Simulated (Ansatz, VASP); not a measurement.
Two plane-wave programs on Sb2Mo

```
Sb Mo
1.0
     5.89110    0.00000    0.00000
     0.00000    5.89110    0.00000
     0.00000    0.00000    5.89110
Sb Mo
4 2
Direct
  0.25000 0.25000 0.25000
  0.25000 0.75000 0.75000
  0.75000 0.75000 0.25000
  0.75000 0.25000 0.75000
  0.00000 0.00000 0.00000
  0.50000 0.50000 0.50000
```

Alike in both runs: functional PBE; k mesh 6 × 6 × 6; occupations gaussian, width 0.1 eV; no spin polarisation.

Ansatz relaxed the structure, and its values are those at the end. VASP's run is a single point on that final structure, the one shown.

|  | VASP | Ansatz |
| --- | --- | --- |
| version | VASP 6.6.1 | Ansatz 0.2.0 |
| potentials or method | VASP PAW PBE potentials, release 64 (Sb, Mo_sv), cutoff 520 eV | scalar-relativistic, plane waves, PAW |
| valence electrons in the cell | 48 | 88 |

```csv
,VASP,Ansatz,Ansatz less VASP
gap on the k mesh at the Fermi level (eV),none,none,-
pressure (GPa),-0.2,0.0,+0.16
```

A gap of «none» marks a metal or a gap that the smearing closes. VASP's potentials hold 48 valence electrons a cell and Ansatz's 88, so a difference there can come from the potentials and not from the codes.

Spin-orbit coupling is off throughout.
